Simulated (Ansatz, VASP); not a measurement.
## GeSb3O2 in VASP and in Ansatz

The input INCAR:

```
  ALGO = Normal
  EDIFF = 1E-7
  EDIFFG = -0.04
  ENCUT = 600
  GGA = PE
  IBRION = 2
  ISIF = 3
  ISMEAR = 0
  LASPH = True
  LCHARG = False
  LREAL = False
  LWAVE = False
  NELM = 100
  NSW = 90
  PREC = Accurate
  SIGMA = 0.1
```

The input KPOINTS:

```
k-points
0
Gamma
  4 4 2
```

POSCAR

```
GeSb3O2
1.0
    4.2586303600      0.0000000000      0.0000000000
    0.0000000000      4.2586303600      0.0000000000
    0.0000000000      0.0000000000      8.2817229700
Ge Sb O
1 3 2
Direct
    0.0000000000      0.0000000000      0.5000000000
    0.5000000000      0.5000000000      0.2945286900
    0.5000000000      0.5000000000      0.7054713100
    0.5000000000      0.5000000000      0.0000000000
    0.5000000000      0.5000000000      0.5000000000
    0.0000000000      0.0000000000      0.0000000000
```

Input for Ansatz:

```yaml
crystal:
  lattice:
    - [4.25863036, 0.0, 0.0]
    - [0.0, 4.25863036, 0.0]
    - [0.0, 0.0, 8.28172297]
  atoms:
    - { symbol: Ge, position: [0.0, 0.0, 0.5] }
    - { symbol: Sb, position: [0.5, 0.5, 0.29452869] }
    - { symbol: Sb, position: [0.5, 0.5, 0.70547131] }
    - { symbol: Sb, position: [0.5, 0.5, 0.0] }
    - { symbol: O, position: [0.5, 0.5, 0.5] }
    - { symbol: O, position: [0.0, 0.0, 0.0] }
basis:
  ecutwfc: 420
kpoints:
  mp_grid: { grid: [4, 4, 2] }
hamiltonian:
  xc: pbe
scf:
  occupations: { method: gaussian, width: 0.1 }
  lower_state_search: "off"
output:
  forces: true
  stress: true
  eigenvalues: true
relax:
  adjacent_minimum: "off"
  f_tol: 0.04
  max_steps: 70
  cell: { stress_tol: 0.4 }
```

Alike in both runs: task relaxation of cell and atoms; functional PBE; k mesh 4 × 4 × 2; occupations gaussian, width 0.1 eV; no spin polarisation.

```csv
,VASP,Ansatz
version,VASP 6.6.1,Ansatz 0.2.0
potentials or method,"VASP PAW PBE potentials, release 64 (Ge_d, Sb, O), cutoff 600 eV","scalar-relativistic, plane waves, PAW"
valence electrons in the cell,41,71
```

```csv
,VASP,Ansatz,Ansatz less VASP
"gap on the k mesh at the Fermi level, each at its own relaxed structure (eV)",none,none,-
relaxed volume (Å³/atom),19.91,20.13,+0.217
relaxed length of the cell vector where the two differ most in proportion (Å),10.880,11.078,+0.1978
```

A gap of «none» marks a metal or a gap that the smearing closes. VASP's potentials hold 41 valence electrons a cell and Ansatz's 71, so a difference there can come from the potentials and not from the codes.

The k mesh is coarse, so the values compare programs but aren't converged. Neither program's run includes spin-orbit coupling. Noted on VASP's run: the volume moved by over 15 % at a fixed basis, so the end points are rough.
